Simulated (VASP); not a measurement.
# BaCrF6 (R-3m) in VASP: single point with LDA+U

Aim: the single point of BaCrF6 with LDA+U.

All numbers are computed with VASP 6.6.1; they aren't measurements. Logs are shortened: lines on timing, memory, paths and dates and some standing lists are left out, and cuts for length are marked.

### 1 The cell of the first run

It takes space group R-3m (No. 166, trigonal). Conventional cell: a = 7.328 Å, b = 7.328 Å, c = 7.137 Å, α = 90.00°, β = 90.00°, γ = 120.00°. Within 3.6 Å of Ba (site symmetry -3m) lie 12 F at 2.70 to 3.00 Å and 2 Cr at 3.57 Å. Cr (site symmetry -3m) has 6 F at 1.83 Å within 2.4 Å. F (site symmetry m) has 1 Cr at 1.83 Å within 2.4 Å.

### 2 Single point, LDA+U

Input file INCAR:

```
SYSTEM = BaCrF6
ALGO     = Normal         ! electronic algorithm
EDIFF    = 1E-6           ! SCF threshold, eV
ENCUT    = 700            ! plane-wave cutoff, eV
GGA_COMPAT= .FALSE.      
ISIF     = 2              ! what is computed and relaxed
ISMEAR   = 0              ! smearing method
LASPH    = .TRUE.         ! aspherical terms in the spheres
LCHARG   = .TRUE.         ! write CHGCAR
LDAU     = .TRUE.         ! DFT+U
LDAUJ    = 0 0.5 0      
LDAUL    = -1 2 -1        ! shell
LDAUPRINT= 1            
LDAUTYPE = 1            
LDAUU    = 0 4 0          ! U, eV
LELF     = .TRUE.         ! ELF
LMAXMIX  = 4              ! l up to which the mixer works
LREAL    = .FALSE.        ! projectors in reciprocal space
LVHAR    = .TRUE.       
LWAVE    = .FALSE.        ! write WAVECAR
NBANDS   = 43             ! bands
NELM     = 200            ! most SCF steps
PREC     = Accurate       ! precision mode
SIGMA    = 0.05           ! smearing width, eV
```

Input file KPOINTS:

```
k-points
0
G
  4 4 4
  0 0 0
```

Input file POSCAR:

```
BaCrF6
1.0
    3.6639988200      2.1154107000      2.3789998200
   -3.6639988200      2.1154107000      2.3789998200
    0.0000000000     -4.2308214000      2.3789998200
Ba Cr F
1 1 6
Direct
    0.5000000000      0.5000000000      0.5000000000
    0.0000000000      0.0000000000      0.0000000000
    0.2600000000      0.8970000000      0.2600000000
    0.2600000000      0.2600000000      0.8970000000
    0.8970000000      0.2600000000      0.2600000000
    0.7400000000      0.1030000000      0.7400000000
    0.1030000000      0.7400000000      0.7400000000
    0.7400000000      0.7400000000      0.1030000000
```

Potentials or basis: VASP PAW LDA potentials, release 64 (Ba_sv, Cr_sv, F).

The run is started by

```bash
> cat potpaw_LDA.64/Ba_sv/POTCAR potpaw_LDA.64/Cr_sv/POTCAR potpaw_LDA.64/F/POTCAR > POTCAR
> mpirun -np 1 vasp_std > vasp.out
```

OUTCAR:

```text
SYSTEM = BaCrF6
   EDIFF = 1E-6
   ENCUT = 700
   ISIF = 2
   ISMEAR = 0
   LASPH = .TRUE.
   LREAL = .FALSE.
   NELM = 200
   PREC = Accurate

 ion  position               nearest neighbor table
   1  0.500  0.500  0.500-   4 2.70   8 2.70   5 2.70   6 2.70   7 2.70   3 2.70   8 3.00   4 3.00
                             7 3.00   6 3.00   3 3.00   5 3.00   2 3.57   2 3.57
   2  0.000  0.000  0.000-   4 1.83   8 1.83   5 1.83   6 1.83   7 1.83   3 1.83   1 3.57   1 3.57

   3  0.260  0.897  0.260-   2 1.83   1 2.70   1 3.00
   4  0.260  0.260  0.897-   2 1.83   1 2.70   1 3.00
   5  0.897  0.260  0.260-   2 1.83   1 2.70   1 3.00
   6  0.740  0.103  0.740-   2 1.83   1 2.70   1 3.00
   7  0.103  0.740  0.740-   2 1.83   1 2.70   1 3.00
   8  0.740  0.740  0.103-   2 1.83   1 2.70   1 3.00

  LATTYP: Found a trigonal (rhomboedric) cell.
 ALAT       =     4.8538118899
 COS(alpha) =    -0.1396585720

  Lattice vectors:

 A1 = (   3.6639988200,   2.1154107000,   2.3789998200)
 A2 = (  -3.6639988200,   2.1154107000,   2.3789998200)
 A3 = (   0.0000000000,  -4.2308214000,   2.3789998200)

Analysis of symmetry for initial positions (statically):
=====================================================================
 Subroutine PRICEL returns:
 Original cell was already a primitive cell.

 Routine SETGRP: Setting up the symmetry group for a
 trigonal (rhombohedral) supercell.

 Subroutine GETGRP returns: Found 12 space group operations
 (whereof 12 operations were pure point group operations)
 out of a pool of 12 trial point group operations.

The static configuration has the point symmetry D_3d.

Analysis of symmetry for dynamics (positions and initial velocities):
=====================================================================
 Subroutine PRICEL returns:
 Original cell was already a primitive cell.

 Routine SETGRP: Setting up the symmetry group for a
 trigonal (rhombohedral) supercell.

[... 163 lines left out ...]
  0.0000  0.0000  0.8823  0.0000 -0.0000
 -0.0587  0.0000  0.0000  0.1717 -0.0000
  0.0000 -0.0587 -0.0000 -0.0000  0.2107

 occupancies and eigenvectors

  o =  0.1294  v = -0.0000 -0.8111 -0.0000 -0.0000 -0.5849  0.0000  0.0000  0.0000  0.0000  0.0000      0.0000  0.0000  0.0000  0.0000  0.0000  0.0000  0.0000  0.0000  0.0000  0.0000
  o =  0.1294  v =  0.0000  0.0000  0.0000  0.0000  0.0000 -0.0000 -0.8111 -0.0000 -0.0000 -0.5849      0.0000  0.0000  0.0000  0.0000  0.0000  0.0000  0.0000  0.0000  0.0000  0.0000
  o =  0.1294  v =  0.0000  0.0000  0.0000  0.0000  0.0000 -0.5849  0.0000  0.0000 -0.8111  0.0000      0.0000  0.0000  0.0000  0.0000  0.0000  0.0000  0.0000  0.0000  0.0000  0.0000
  o =  0.1294  v = -0.5849  0.0000  0.0000 -0.8111  0.0000  0.0000  0.0000  0.0000  0.0000  0.0000      0.0000  0.0000  0.0000  0.0000  0.0000  0.0000  0.0000  0.0000  0.0000  0.0000
  o =  0.2530  v = -0.0000  0.5849 -0.0000  0.0000 -0.8111  0.0000  0.0000  0.0000  0.0000  0.0000      0.0000  0.0000  0.0000  0.0000  0.0000  0.0000  0.0000  0.0000  0.0000  0.0000
  o =  0.2530  v =  0.0000  0.0000  0.0000  0.0000  0.0000 -0.0000  0.5849 -0.0000  0.0000 -0.8111      0.0000  0.0000  0.0000  0.0000  0.0000  0.0000  0.0000  0.0000  0.0000  0.0000
  o =  0.2530  v =  0.8111  0.0000 -0.0000 -0.5849 -0.0000  0.0000  0.0000  0.0000  0.0000  0.0000      0.0000  0.0000  0.0000  0.0000  0.0000  0.0000  0.0000  0.0000  0.0000  0.0000
  o =  0.2530  v =  0.0000  0.0000  0.0000  0.0000  0.0000  0.8111  0.0000 -0.0000 -0.5849 -0.0000      0.0000  0.0000  0.0000  0.0000  0.0000  0.0000  0.0000  0.0000  0.0000  0.0000
  o =  0.8823  v =  0.0000  0.0000  0.0000  0.0000  0.0000  0.0000  0.0000  1.0000 -0.0000 -0.0000      0.0000  0.0000  0.0000  0.0000  0.0000  0.0000  0.0000  0.0000  0.0000  0.0000
  o =  0.8823  v =  0.0000  0.0000  1.0000 -0.0000 -0.0000  0.0000  0.0000  0.0000  0.0000  0.0000      0.0000  0.0000  0.0000  0.0000  0.0000  0.0000  0.0000  0.0000  0.0000  0.0000

 number of electron      65.9999990 magnetization

 Free energy of the ion-electron system (eV)
  ---------------------------------------------------
  ext. energy  EPLUGINS =         0.00000000
  ---------------------------------------------------
  free energy    TOTEN  =       -47.04482812 eV

  energy without entropy =      -47.04452217  energy(sigma->0) =      -47.04467515

 E-fermi :   1.4653     XC(G=0): -10.3797

 val. band max:        1.3741739512   @ k =   0.5000   0.0000  -0.0000
 cond. band min:       1.5340690135   @ k =   0.0000   0.0000   0.0000
 fundamental gap:      0.1598950623
 Fermi energy:         1.4652907789

 k-point     1 :       0.0000    0.0000    0.0000
  band No.  band energies     occupation
      1     -71.4861      2.00000
      2     -43.8317      2.00000
      3     -43.8317      2.00000
      4     -42.0681      2.00000
      5     -24.4573      2.00000
      6     -21.6754      2.00000
[... 587 lines left out ...]
     42       9.3069      0.00000
     43      12.1697      0.00000

------------------------ aborting loop because EDIFF is reached ----------------------------------------

  FORCE on cell =-STRESS in cart. coord.  units (eV):
  Direction    XX          YY          ZZ          XY          YZ          ZX
  --------------------------------------------------------------------------------------
  -------------------------------------------------------------------------------------
  Total       -3.4755091     -3.4755091     -2.5515695     -0.0000000      0.0000000      0.0000000
  in kB      -50.3307421    -50.3307419    -36.9506694     -0.0000000      0.0000000      0.0000000
  external PRESSURE =     -45.8707178 kB  Pullay stress =       0.0000000 kB

 VOLUME and BASIS-vectors are now :
 -----------------------------------------------------------------------------
  energy-cutoff  :      700.00
  volume of cell :      110.64
      direct lattice vectors                 reciprocal lattice vectors
     3.663998820  2.115410700  2.378999820     0.136462926  0.078786907  0.140114905
    -3.663998820  2.115410700  2.378999820    -0.136462926  0.078786907  0.140114905
     0.000000000 -4.230821400  2.378999820     0.000000000 -0.157573815  0.140114905

 POSITION                                       TOTAL-FORCE (eV/Angst)
 -----------------------------------------------------------------------------------
      0.00000      0.00000      3.56850        -0.000000      0.000000      0.000000
      0.00000      0.00000      0.00000        -0.000000      0.000000      0.000000
     -2.33397      1.34752      3.37104        -0.385908      0.222804      0.191396
      0.00000     -2.69503      3.37104        -0.000000     -0.445609      0.191396
      2.33397      1.34752      3.37104         0.385908      0.222804      0.191396
      2.33397     -1.34752      3.76596         0.385908     -0.222804     -0.191396
     -2.33397     -1.34752      3.76596        -0.385908     -0.222804     -0.191396
      0.00000      2.69503      3.76596        -0.000000      0.445609     -0.191396
 -----------------------------------------------------------------------------------
    total drift:                               -0.000000      0.000000     -0.000000

  FREE ENERGIE OF THE ION-ELECTRON SYSTEM (eV)
  ---------------------------------------------------
  free  energy   TOTEN  =       -47.0448281238 eV

  energy  without entropy=      -47.0445221712  energy(sigma->0) =      -47.04467515
```

OSZICAR:

```text
N       E                     dE             d eps       ncg     rms          rms(c)
DAV:   1     0.793396902813E+03    0.79340E+03   -0.42178E+04  1407   0.206E+03
DAV:   2     0.226471858855E+02   -0.77075E+03   -0.73846E+03  1238   0.552E+02
DAV:   3    -0.518697350027E+02   -0.74517E+02   -0.73340E+02  1572   0.179E+02
DAV:   4    -0.569022899809E+02   -0.50326E+01   -0.49959E+01  2036   0.414E+01
DAV:   5    -0.571441582747E+02   -0.24187E+00   -0.24152E+00  1534   0.850E+00    0.302E+01
DAV:   6    -0.507508548886E+02    0.63933E+01   -0.72383E+01  1719   0.103E+02    0.371E+01
DAV:   7    -0.474999533966E+02    0.32509E+01   -0.17346E+01  1668   0.860E+01    0.106E+01
DAV:   8    -0.469537767763E+02    0.54618E+00   -0.16962E+00  1788   0.196E+01    0.538E+00
DAV:   9    -0.470109610537E+02   -0.57184E-01   -0.32253E-01  2028   0.414E+00    0.264E+00
DAV:  10    -0.470405382160E+02   -0.29577E-01   -0.63472E-02  1916   0.301E+00    0.679E-01
DAV:  11    -0.470425328735E+02   -0.19947E-02   -0.29082E-02  1801   0.837E-01    0.504E-01
DAV:  12    -0.470447855231E+02   -0.22526E-02   -0.19827E-03  2012   0.567E-01    0.135E-01
DAV:  13    -0.470448140957E+02   -0.28573E-04   -0.52019E-04  1993   0.343E-01    0.321E-02
DAV:  14    -0.470448260164E+02   -0.11921E-04   -0.16135E-04  1900   0.776E-02    0.197E-02
DAV:  15    -0.470448284621E+02   -0.24457E-05   -0.12315E-05  1262   0.184E-02    0.146E-02
DAV:  16    -0.470448281238E+02    0.33825E-06   -0.21935E-06  1004   0.247E-02
   1 F= -.47044828E+02 E0= -.47044675E+02  d E =-.305953E-03
```

stdout:

```text
POSCAR found type information on POSCAR BaCrF
 POSCAR found :  3 types and       8 ions
 scaLAPACK will be used
 LDA part: xc-table for (Slater(with rela. corr.)+CA(PZ))
 , standard interpolation
 POSCAR, INCAR and KPOINTS ok, starting setup
 FFT: planning ... GRIDC
 FFT: planning ... GRID_SOFT
 FFT: planning ... GRID
 WAVECAR not read
 entering main loop
```

Run time: 76 s. Hardware: 1 thread of Intel Xeon Platinum 8488C (Sapphire Rapids), shared host; peak memory 0.26 GiB.

Results:

- Free energy: -47.0448 eV
- Pressure: -4.6 GPa
- Largest force: 0.485 eV/Å
- Band gap on the k mesh: 0.16 eV

Forces in eV/Å, atoms in the order of the input:
```
Ba   0.000  0.000  0.000
Cr   0.000  0.000  0.000
F   -0.386  0.223  0.191
F    0.000 -0.446  0.191
F    0.386  0.223  0.191
F    0.386 -0.223 -0.191
F   -0.386 -0.223 -0.191
F    0.000  0.446 -0.191
```

Stress tensor (GPa, compression positive):
```
-5.03  0.00  0.00
 0.00 -5.03  0.00
 0.00  0.00 -3.70
```

Levels at points of the mesh, in eV from the valence-band top:
```
           k point  band 29  band 30  band 31  band 32  band 33  band 34  band 35  band 36  band 37  band 38
(0.00, 0.00, 0.00)    -3.32    -3.12    -3.12    -2.62     0.00     0.16     0.16     3.02     3.02     5.16
(0.50, 0.00, 0.00)    -3.23    -3.19    -3.14    -2.90     0.00     0.28     0.37     3.24     3.26     6.28
(0.50, 0.50, 0.00)    -3.42    -3.34    -3.29    -3.06    -0.16     0.30     0.51     2.87     3.13     6.12
(0.50, 0.50, 0.50)    -3.57    -3.23    -3.23    -3.20    -0.17     0.46     0.46     3.10     3.10     6.24
```

Eigenvalues of the final occupation matrices:
| site | spin | trace | eigenvalues |
| --- | --- | --- | --- |
| site 2 d | 1 | 1.65 | 0.13 0.13 0.25 0.25 0.88 |
| site 2 d | 2 | 1.65 | 0.13 0.13 0.25 0.25 0.88 |

Caveat: the cell stands under tension; spin-orbit coupling is left out, which moves the levels of the heavy elements; the run has no spin polarisation, though such a crystal can be magnetic. A k mesh can miss the band edges.
